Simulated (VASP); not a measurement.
# InSe (Fm-3m) in VASP: single point with PBE

Aim: the single point of InSe with PBE.

All numbers are computed with VASP 6.6.1; they aren't measurements. Logs are shortened: lines on timing, memory, paths and dates and some standing lists are left out, and cuts for length are marked.

## Step 1: The cell of the first run

Symmetry: Fm-3m, No. 225, cubic system. Conventional cell: a = 5.867 Å, b = 5.867 Å, c = 5.867 Å, α = 90.00°, β = 90.00°, γ = 90.00°. Within 3.9 Å of In (site symmetry m-3m) lie 6 Se at 2.93 Å. Within 3.9 Å of Se (site symmetry m-3m) lie 6 In at 2.93 Å.

## Step 2: Single point, PBE (25.24 Å³/atom)

INCAR

```
SYSTEM = InSe
ALGO = Normal ; EDIFF = 1E-6
ENCUT = 520 ; GGA = PE
ISIF = 2 ; ISMEAR = 0
LASPH = .TRUE. ; LCHARG = .FALSE.
LREAL = .FALSE. ; LWAVE = .FALSE.
NBANDS = 16 ; NELM = 100
PREC = Accurate ; SIGMA = 0.1
```

KPOINTS

```
k-points
0
G
  20 20 20
  0 0 0
```

POSCAR

```
InSe
1.0
    0.0000000000      2.9335307489      2.9335307489
    2.9335307489      0.0000000000      2.9335307489
    2.9335307489      2.9335307489      0.0000000000
In Se
1 1
Direct
    0.0000000000      0.0000000000      0.0000000000
    0.5000000000      0.5000000000      0.5000000000
```

Potentials or basis: VASP PAW PBE potentials, release 64 (In_d, Se).

Run with:

```console
> cat potpaw_PBE.64/In_d/POTCAR potpaw_PBE.64/Se/POTCAR > POTCAR
> mpirun -np 1 vasp_std > vasp.out
```

OUTCAR:

```text
SYSTEM = InSe
   EDIFF = 1E-6
   ENCUT = 520
   GGA = PE
   ISIF = 2
   ISMEAR = 0
   LASPH = .TRUE.
   LREAL = .FALSE.
   NELM = 100
   PREC = Accurate

 ion  position               nearest neighbor table
   1  0.000  0.000  0.000-   2 2.93   2 2.93   2 2.93   2 2.93   2 2.93   2 2.93
   2  0.500  0.500  0.500-   1 2.93   1 2.93   1 2.93   1 2.93   1 2.93   1 2.93

  LATTYP: Found a face centered cubic cell.
 ALAT       =     5.8670614978

  Lattice vectors:

 A1 = (   0.0000000000,   2.9335307489,   2.9335307489)
 A2 = (   2.9335307489,   0.0000000000,   2.9335307489)
 A3 = (   2.9335307489,   2.9335307489,   0.0000000000)

Analysis of symmetry for initial positions (statically):
=====================================================================
 Subroutine PRICEL returns:
 Original cell was already a primitive cell.

 Routine SETGRP: Setting up the symmetry group for a
 face centered cubic supercell.

 Subroutine GETGRP returns: Found 48 space group operations
 (whereof 48 operations were pure point group operations)
 out of a pool of 48 trial point group operations.

The static configuration has the point symmetry O_h .

Analysis of symmetry for dynamics (positions and initial velocities):
=====================================================================
 Subroutine PRICEL returns:
 Original cell was already a primitive cell.

 Routine SETGRP: Setting up the symmetry group for a
 face centered cubic supercell.

 Subroutine GETGRP returns: Found 48 space group operations
 (whereof 48 operations were pure point group operations)
 out of a pool of 48 trial point group operations.

The dynamic configuration has the point symmetry O_h .

 Subroutine INISYM returns: Found 48 space group operations
 (whereof 48 operations are pure point group operations),
 and found     1 'primitive' translations

----------------------------------------------------------------------------------------

                                     Primitive cell

  volume of cell :      50.4896

  direct lattice vectors                    reciprocal lattice vectors
     0.000000000  2.933530749  2.933530749    -0.170443075  0.170443075  0.170443075
     2.933530749  0.000000000  2.933530749     0.170443075 -0.170443075  0.170443075
     2.933530749  2.933530749  0.000000000     0.170443075  0.170443075 -0.170443075

  length of vectors
     4.148638971  4.148638971  4.148638971     0.295216065  0.295216065  0.295216065

  position of ions in fractional coordinates (direct lattice)
     0.000000000  0.000000000  0.000000000
     0.500000000  0.500000000  0.500000000

  ion indices of the primitive-cell ions
   primitive index   ion index
                 1           1
                 2           2

----------------------------------------------------------------------------------------

 KPOINTS: k-points

Automatic generation of k-mesh.
 Grid dimensions read from file:
 generate k-points for:   20   20   20

 Generating k-lattice:

  Cartesian coordinates                     Fractional coordinates (reciprocal lattice)
    -0.008522154  0.008522154  0.008522154     0.050000000  0.000000000  0.000000000
     0.008522154 -0.008522154  0.008522154     0.000000000  0.050000000  0.000000000
     0.008522154  0.008522154 -0.008522154     0.000000000  0.000000000  0.050000000

  Length of vectors
     0.014760803  0.014760803  0.014760803

  Shift w.r.t. Gamma in fractional coordinates (k-lattice)
     0.000000000  0.000000000  0.000000000

 Subroutine IBZKPT returns following result:
 ===========================================

 Found    256 irreducible k-points:

 Following reciprocal coordinates:
            Coordinates               Weight
  0.000000  0.000000  0.000000      1.000000
  0.050000  0.000000  0.000000      8.000000
  0.100000  0.000000  0.000000      8.000000
  0.150000  0.000000  0.000000      8.000000
  0.200000  0.000000  0.000000      8.000000
  0.250000  0.000000  0.000000      8.000000
[... 16 lines left out ...]
 -0.400000  0.050000  0.000000     24.000000
 -0.350000  0.050000  0.000000     24.000000
 [... further k-points ...]
   k-points           NKPTS =    256   k-points in BZ     NKDIM =    256   number of bands    NBANDS=     16
   number of dos      NEDOS =    301   number of ions     NIONS =      2
   total plane-waves  NPLWV =  32768
   dimension x,y,z NGX =    32 NGY =   32 NGZ =   32
   dimension x,y,z NGXF=    64 NGYF=   64 NGZF=   64
   ions per type =               1   1
   NGX,Y,Z   is equivalent  to a cutoff of  12.82, 12.82, 12.82 a.u.
   NGXF,Y,Z  is equivalent  to a cutoff of  25.65, 25.65, 25.65 a.u.
 SYSTEM =  InSe
   PREC   = accura    normal or accurate (medium, high low for compatibility)
   ISTART =      0    job   : 0-new  1-cont  2-samecut
   ICHARG =      2    charge: 1-file 2-atom 10-const
   ISPIN  =      1    spin polarized calculation?
   LNONCOLLINEAR =      F non collinear calculations
   LSORBIT =      F    spin-orbit coupling
   LASPH  =      T    aspherical Exc in radial PAW
   ENCUT  =  520.0 eV  38.22 Ry    6.18 a.u.   7.71  7.71  7.71*2*pi/ulx,y,z
   NELM   =    100;   NELMIN=  2; NELMDL= -5     # of ELM steps
   EDIFF  = 0.1E-05   stopping-criterion for ELM
   LREAL  =      F    real-space projection
   EDIFFG = 0.1E-04   stopping-criterion for IOM
   NSW    =      0    number of steps for IOM
   IBRION =     -1    ionic relax: 0-MD 1-quasi-New 2-CG
   NFREE  =      0    steps in history (QN), initial steepest desc. (CG)
   ISIF   =      2    stress and relaxation
   ISYM   =      2    0-nonsym 1-usesym 2-fastsym
   POTIM  = 0.5000    time-step for ionic-motion
   TEBEG  =    0.0;   TEEND  =   0.0 temperature during run
   PSTRESS=    0.0 pullay stress
   NELECT =      19.0000    total number of electrons
   NUPDOWN=      -1.0000    fix difference up-down
   EMIN   =  10.00;   EMAX   =-10.00  energy-range for DOS
   EFERMI =   0.00;   METHOD = LEGACY
   ISMEAR =     0;   SIGMA  =   0.10  broadening in eV -4-tet -1-fermi 0-gaus
   EFERMI_NEDOS =   21; number of points for ismear=-14 and -15
   IALGO  =     38    algorithm
   IMIX   =      4    mixing-type and parameters
     AMIX     =   0.40;   BMIX     =  1.00
     AMIX_MAG =   1.60;   BMIX_MAG =  1.00
  volume/ion in A,a.u.               =      25.24       170.36
  Fermi-wavevector in a.u.,A,eV,Ry     =   1.181931  2.233525 19.006801  1.396960
  Thomas-Fermi vector in A             =   2.318195
   LORBIT       =      0    0 simple, 1 ext, 2 COOP (PROOUT), +10 PAW based schemes
   GGA     = PE    functional components
   LHFCALC =     F    Hartree Fock is set to
   AEXX    =    0.0000 exact exchange contribution
   IVDW    =     0    specifies the selected vdW correction
   LEPSILON=     F    determine dielectric tensor
   LRPA    =     F    only Hartree local field effects (RPA)
 non-spin polarized calculation
 Gauss-broadening in eV      SIGMA  =   0.10
  energy-cutoff  :      520.00
  volume of cell :       50.49
 maximum number of plane-waves:      1383
   NGX = 15   NGY = 15   NGZ = 15

 number of electron      19.0000005 magnetization

 Free energy of the ion-electron system (eV)
  ---------------------------------------------------
  ext. energy  EPLUGINS =         0.00000000
  ---------------------------------------------------
  free energy    TOTEN  =        -6.92304532 eV

  energy without entropy =       -6.91697471  energy(sigma->0) =       -6.92001001

 E-fermi :   5.9733     XC(G=0):  -9.8015

 val. band max:        5.9638157516   @ k =  -0.3500   0.2500   0.0000
 cond. band min:       5.9788450059   @ k =  -0.3000   0.4500   0.2000
 fundamental gap:      0.0150292542
 Fermi energy:         5.9732670639

 k-point     1 :       0.0000    0.0000    0.0000
  band No.  band energies     occupation
      1      -8.7435      2.00000
      2      -8.7435      2.00000
      3      -8.7345      2.00000
      4      -8.7344      2.00000
      5      -8.7344      2.00000
      6      -8.2097      2.00000
[... 8 lines left out ...]
     15      12.4099      0.00000
     16      12.4099      0.00000

 k-point     2 :       0.0500    0.0000    0.0000
  band No.  band energies     occupation
      1      -8.7444      2.00000
      2      -8.7444      2.00000
      3      -8.7345      2.00000
      4      -8.7336      2.00000
      5      -8.7336      2.00000
      6      -8.1921      2.00000
[... 8 lines left out ...]
     15      12.5810      0.00000
     16      12.7053      0.00000

 k-point     3 :       0.1000    0.0000    0.0000
  band No.  band energies     occupation
      1      -8.7472      2.00000
      2      -8.7472      2.00000
      3      -8.7345      2.00000
      4      -8.7307      2.00000
      5      -8.7307      2.00000
      6      -8.1401      2.00000
[... 8 lines left out ...]
     15      12.7745      0.00000
     16      12.7745      0.00000

 k-point     4 :       0.1500    0.0000    0.0000
  band No.  band energies     occupation
      1      -8.7520      2.00000
      2      -8.7520      2.00000
      3      -8.7347      2.00000
      4      -8.7257      2.00000
      5      -8.7257      2.00000
      6      -8.0564      2.00000
[... 8 lines left out ...]
     15      13.0450      0.00000
     16      13.0450      0.00000

 k-point     5 :       0.2000    0.0000    0.0000
  band No.  band energies     occupation
      1      -8.7583      2.00000
      2      -8.7583      2.00000
      3      -8.7351      2.00000
      4      -8.7192      2.00000
      5      -8.7192      2.00000
      6      -7.9456      2.00000
[... 8 lines left out ...]
     15      13.4063      0.00000
     16      13.4063      0.00000

 k-point     6 :       0.2500    0.0000    0.0000
  band No.  band energies     occupation
      1      -8.7653      2.00000
      2      -8.7653      2.00000
      3      -8.7357      2.00000
      4      -8.7119      2.00000
      5      -8.7119      2.00000
      6      -7.8153      2.00000
[... 8 lines left out ...]
     15      13.8578      0.00000
     16      13.8578      0.00000

 k-point     7 :       0.3000    0.0000    0.0000
  band No.  band energies     occupation
      1      -8.7724      2.00000
      2      -8.7724      2.00000
      3      -8.7364      2.00000
      4      -8.7046      2.00000
      5      -8.7046      2.00000
      6      -7.6756      2.00000
[... 8 lines left out ...]
     15      14.3940      0.00000
     16      14.3940      0.00000

 k-point     8 :       0.3500    0.0000    0.0000
  band No.  band energies     occupation
      1      -8.7787      2.00000
      2      -8.7787      2.00000
      3      -8.7370      2.00000
      4      -8.6980      2.00000
      5      -8.6980      2.00000
      6      -7.5403      2.00000
[... 8 lines left out ...]
     15      15.0051      0.00000
     16      15.0051      0.00000

 k-point     9 :       0.4000    0.0000    0.0000
  band No.  band energies     occupation
      1      -8.7838      2.00000
      2      -8.7838      2.00000
      3      -8.7376      2.00000
      4      -8.6927      2.00000
      5      -8.6927      2.00000
      6      -7.4254      2.00000
[... 8 lines left out ...]
     15      15.6710      0.00000
     16      15.6710      0.00000
[... 172 lines left out ...]
 k-point    19 :       0.4000    0.0500    0.0000
  band No.  band energies     occupation
      1      -8.7960      2.00000
      2      -8.7787      2.00000
      3      -8.7367      2.00000
      4      -8.6985      2.00000
      5      -8.6921      2.00000
      6      -7.4346      2.00000
[... 8 lines left out ...]
     15      15.3192      0.00000
     16      15.8758      0.00000

 k-point    20 :       0.4500    0.0500    0.0000
  band No.  band energies     occupation
      1      -8.7991      2.00000
      2      -8.7834      2.00000
      3      -8.7370      2.00000
      4      -8.6941      2.00000
      5      -8.6889      2.00000
      6      -7.3428      2.00000
[... 8 lines left out ...]
     15      15.9878      0.00000
     16      16.4907      0.00000

 k-point    21 :       0.5000    0.0500    0.0000
  band No.  band energies     occupation
      1      -8.7997      2.00000
      2      -8.7863      2.00000
      3      -8.7371      2.00000
      4      -8.6914      2.00000
      5      -8.6878      2.00000
      6      -7.2977      2.00000
[... 8 lines left out ...]
     15      16.5624      0.00000
     16      16.7116      0.00000

 k-point    22 :      -0.4500    0.0500    0.0000
  band No.  band energies     occupation
      1      -8.7980      2.00000
      2      -8.7870      2.00000
      3      -8.7371      2.00000
      4      -8.6910      2.00000
      5      -8.6892      2.00000
      6      -7.3072      2.00000
[... 8 lines left out ...]
     15      16.2249      0.00000
     16      16.8540      0.00000

 k-point    23 :      -0.4000    0.0500    0.0000
  band No.  band energies     occupation
      1      -8.7939      2.00000
      2      -8.7856      2.00000
      3      -8.7369      2.00000
      4      -8.6927      2.00000
      5      -8.6927      2.00000
      6      -7.3698      2.00000
[... 8 lines left out ...]
     15      15.5324      0.00000
     16      16.4510      0.00000

 k-point    24 :      -0.3500    0.0500    0.0000
  band No.  band energies     occupation
      1      -8.7878      2.00000
      2      -8.7821      2.00000
      3      -8.7365      2.00000
      4      -8.6980      2.00000
      5      -8.6965      2.00000
      6      -7.4746      2.00000
[... 8 lines left out ...]
     15      14.8530      0.00000
     16      15.7991      0.00000

 [... further k-points ...]

------------------------ aborting loop because EDIFF is reached ----------------------------------------

  FORCE on cell =-STRESS in cart. coord.  units (eV):
  Direction    XX          YY          ZZ          XY          YZ          ZX
  --------------------------------------------------------------------------------------
  -------------------------------------------------------------------------------------
  Total        0.5002108      0.5002108      0.5002108      0.0000000     -0.0000000     -0.0000000
  in kB       15.8730983     15.8730983     15.8730983      0.0000000     -0.0000000     -0.0000000
  external PRESSURE =      15.8730983 kB  Pullay stress =       0.0000000 kB

 VOLUME and BASIS-vectors are now :
 -----------------------------------------------------------------------------
  energy-cutoff  :      520.00
  volume of cell :       50.49
      direct lattice vectors                 reciprocal lattice vectors
     0.000000000  2.933530749  2.933530749    -0.170443075  0.170443075  0.170443075
     2.933530749  0.000000000  2.933530749     0.170443075 -0.170443075  0.170443075
     2.933530749  2.933530749  0.000000000     0.170443075  0.170443075 -0.170443075

 POSITION                                       TOTAL-FORCE (eV/Angst)
 -----------------------------------------------------------------------------------
      0.00000      0.00000      0.00000         0.000000     -0.000000     -0.000000
      2.93353      2.93353      2.93353         0.000000      0.000000      0.000000
 -----------------------------------------------------------------------------------
    total drift:                                0.000000     -0.000000     -0.000000

  FREE ENERGIE OF THE ION-ELECTRON SYSTEM (eV)
  ---------------------------------------------------
  free  energy   TOTEN  =        -6.9230453156 eV

  energy  without entropy=       -6.9169747089  energy(sigma->0) =       -6.92001001
```

Wall time 3.6 min (1 thread of Intel Xeon 8259CL, shared host); peak memory 0.34 GiB.

Results:

* Free energy: -6.9230 eV
* Pressure: 1.6 GPa
* Band gap on the k mesh: zero (an odd number of electrons rules out a gap without spin polarisation)

Caveat: spin-orbit coupling is left out, which moves the levels of the heavy elements.
